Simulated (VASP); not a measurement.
# Dy2H (P-4m2) in VASP: further runs, part 2 of 2

VASP 6.6.1. Earlier steps stand in the parts before.

## Step 5: Relaxation of shape and atoms at fixed volume, PBE (23.42 Å³/atom)

This run uses another cell than the first one, of 23.42 Å³/atom.

INCAR

```
ALGO = Normal
EDIFF = 1E-7
EDIFFG = -0.01
ENCUT = 500
GGA = PE
GGA_COMPAT = F
IBRION = 2
ISIF = 4
ISMEAR = 0
LASPH = T
LCHARG = F
LMAXMIX = 6
LREAL = F
LWAVE = F
NELM = 200
NELMIN = 4
NSW = 50
PREC = Accurate
SIGMA = 0.1
```

KPOINTS

```
k-points
0
Gamma
  10 10 8
```

POSCAR

```
Dy2H
1.0
    3.6517348439      0.0000000000      0.0000000000
    0.0000000000      3.6517348439      0.0000000000
    0.0000000000      0.0000000000      5.2689262686
Dy H
2 1
Direct
    0.0000000000      0.5000000000      0.7649600365
    0.5000000000      0.0000000000      0.2350399635
    0.0000000000      0.0000000000      0.0000000000
```

Potentials or basis: VASP PAW PBE potentials, release 64 (Dy_3, H), 4f in core.

Command:

```bash
$ cat potpaw_PBE.64/Dy_3/POTCAR potpaw_PBE.64/H/POTCAR > POTCAR
$ mpirun -np 1 vasp_std > vasp.out
```

OUTCAR:

```text
EDIFF = 1E-7
   EDIFFG = -0.01
   ENCUT = 500
   GGA = PE
   IBRION = 2
   ISIF = 4
   ISMEAR = 0
   LASPH = T
   LREAL = F
   NELM = 200
   NELMIN = 4
   NSW = 50
   PREC = Accurate

 ion  position               nearest neighbor table
   1  0.000  0.500  0.765-   3 2.21   3 2.21   2 3.58   2 3.58   2 3.58   2 3.58   2 3.80   2 3.80
                             2 3.80   2 3.80
   2  0.500  0.000  0.235-   3 2.21   3 2.21   1 3.58   1 3.58   1 3.58   1 3.58   1 3.80   1 3.80
                             1 3.80   1 3.80
   3  0.000  0.000  0.000-   1 2.21   2 2.21   1 2.21   2 2.21

  LATTYP: Found a simple tetragonal cell.
 ALAT       =     3.6517348439
 C/A-ratio  =     1.4428556546

  Lattice vectors:

 A1 = (   3.6517348439,   0.0000000000,   0.0000000000)
 A2 = (   0.0000000000,   3.6517348439,   0.0000000000)
 A3 = (   0.0000000000,   0.0000000000,   5.2689262686)

Analysis of symmetry for initial positions (statically):
[... 268 lines left out ...]
 k-point     1 :       0.0000    0.0000    0.0000
  band No.  band energies     occupation
      1     -20.9091      2.00000
      2     -20.6324      2.00000
      3     -20.6324      2.00000
      4     -20.4385      2.00000
      5     -20.4385      2.00000
      6     -20.4296      2.00000
      7      -3.8882      2.00000
      8       0.3420      2.00000
      9       0.9328      2.00000
     10       3.5780      0.00000
     11       4.3195      0.00000
     12       4.4417      0.00000
     13       4.4417      0.00000
[... 354 lines left out ...]
  band No.  band energies     occupation
      1     -20.8636      2.00000
      2     -20.7120      2.00000
      3     -20.6057      2.00000
      4     -20.5636      2.00000
      5     -20.4546      2.00000
      6     -20.4495      2.00000
      7      -3.3778      2.00000
      8       0.4425      2.00000
      9       1.5580      2.00000
     10       3.1341      0.00005
     11       3.8225      0.00000
     12       4.6201      0.00000
     13       4.7124      0.00000

 [... further k-points ...]
[... 5 lines left out ...]
  --------------------------------------------------------------------------------------
  -------------------------------------------------------------------------------------
  Total       -0.4568181     -0.4568181     -0.4524189      0.0000000      0.0000000     -0.0000000
  in kB      -10.4167746    -10.4167746    -10.3164611      0.0000000      0.0000000     -0.0000000
  external PRESSURE =     -10.3833368 kB  Pullay stress =       0.0000000 kB
[... 18 lines left out ...]
  FREE ENERGIE OF THE ION-ELECTRON SYSTEM (eV)
  ---------------------------------------------------
  free  energy   TOTEN  =       -13.2574415279 eV

  energy  without entropy=      -13.2453077572  energy(sigma->0) =      -13.25137464

 reached required accuracy - stopping structural energy minimisation
```

OSZICAR:

```text
N       E                     dE             d eps       ncg     rms          rms(c)
DAV:   1     0.478859878264E+02    0.47886E+02   -0.84820E+03  2730   0.120E+03
DAV:   2    -0.997941297413E+01   -0.57865E+02   -0.57132E+02  2760   0.324E+02
DAV:   3    -0.137399805386E+02   -0.37606E+01   -0.35689E+01  3784   0.418E+01
DAV:   4    -0.138722116861E+02   -0.13223E+00   -0.13088E+00  3755   0.876E+00
[... 18 lines left out ...]
DAV:   1    -0.132569514994E+02    0.34774E-03   -0.68365E-02  2730   0.295E+00    0.158E-01
DAV:   2    -0.132574499212E+02   -0.49842E-03   -0.57371E-03  3480   0.668E-01    0.351E-02
DAV:   3    -0.132574416031E+02    0.83181E-05   -0.11075E-04  3720   0.936E-02    0.147E-02
DAV:   4    -0.132574415356E+02    0.67556E-07   -0.72668E-06  3631   0.236E-02    0.760E-03
DAV:   5    -0.132574415279E+02    0.76750E-08   -0.70755E-07  3776   0.982E-03
   3 F= -.13257442E+02 E0= -.13251375E+02  d E =-.339350E-03
```

CONTCAR:

```text
Dy2H
   1.00000000000000
     3.6510723640397158    0.0000000000000000    0.0000000000000000
     0.0000000000000000    3.6510723640397158    0.0000000000000000
     0.0000000000000000    0.0000000000000000    5.2708385145746517
  Dy              H
     2     1
Direct
     0.0000000000000000    0.5000000000000000    0.7661833062268076
     0.5000000000000000    0.0000000000000000    0.2338166937731923
     0.0000000000000000    0.0000000000000000    0.0000000000000000

  0.00000000E+00  0.00000000E+00  0.00000000E+00
  0.00000000E+00  0.00000000E+00  0.00000000E+00
  0.00000000E+00  0.00000000E+00  0.00000000E+00
```

Run time: 70 s. Hardware: 1 thread of AMD EPYC 9R45 (Zen 5), shared host; peak memory 0.22 GiB.

What came out:

* Free energy: -13.2574 eV
* Energy gained by relaxing: 0.1 meV/atom
* Ionic steps: 3
* Pressure after relaxing: -1.0 GPa
* Band gap on the k mesh: zero (an odd number of electrons rules out a gap without spin polarisation)

Forces in eV/Å, atoms in the order of the input:
```
Dy   0.000  0.000  0.002
Dy   0.000  0.000 -0.002
H    0.000  0.000  0.000
```

The path:
```csv
step,energy change (eV),largest force (eV/Å),pressure (GPa),volume (Å³)
1,0.0000,0.0495,-1.12,70.26
2,-0.0002,0.0321,-1.09,70.26
3,-0.0003,0.0025,-1.04,70.26
```

Final structure:
```
CELL_PARAMETERS angstrom
3.65107 0.00000 0.00000
0.00000 3.65107 0.00000
0.00000 0.00000 5.27084
ATOMIC_POSITIONS crystal
Dy 0.00000 0.50000 0.76618
Dy 0.50000 0.00000 0.23382
H 0.00000 0.00000 0.00000
```

Caveat: spin-orbit coupling is left out, which moves the levels of the heavy elements; the 4f electrons are frozen in the core, so they carry no moment and show no levels.

## Step 6: Summary

```tsv
task	cell	gap on the mesh (eV)	pressure (GPa)	relaxed volume (Å³/atom)
relaxation of shape and atoms at fixed volume	relaxed from a = 3.579, b = 3.579, c = 5.165 Å, 3 atoms, atomic positions A	none	1.9	-
relaxation of cell and atoms	relaxed from a = 3.616, b = 3.616, c = 5.217 Å, 3 atoms, atomic positions A	none	0.0	22.89
relaxation of cell and atoms	relaxed from a = 3.660, b = 3.660, c = 5.143 Å, 3 atoms, atomic positions B	none	0.0	22.88
relaxation of shape and atoms at fixed volume	relaxed from a = 3.652, b = 3.652, c = 5.269 Å, 3 atoms, atomic positions A	none	-1.0	-
```

Alike in all rows: level PBE; potentials or basis VASP PAW PBE potentials, release 64 (Dy_3, H), 4f in core; no spin polarisation; k mesh 10 × 10 × 8; cutoff (eV) 500; smearing gaussian 0.1 eV.

Caveats: spin-orbit coupling is left out, which moves the levels of the heavy elements; the 4f electrons are frozen in the core, so they carry no moment and show no levels.

Total energies depend on the potentials used, so only differences within one code and one set of settings carry meaning.
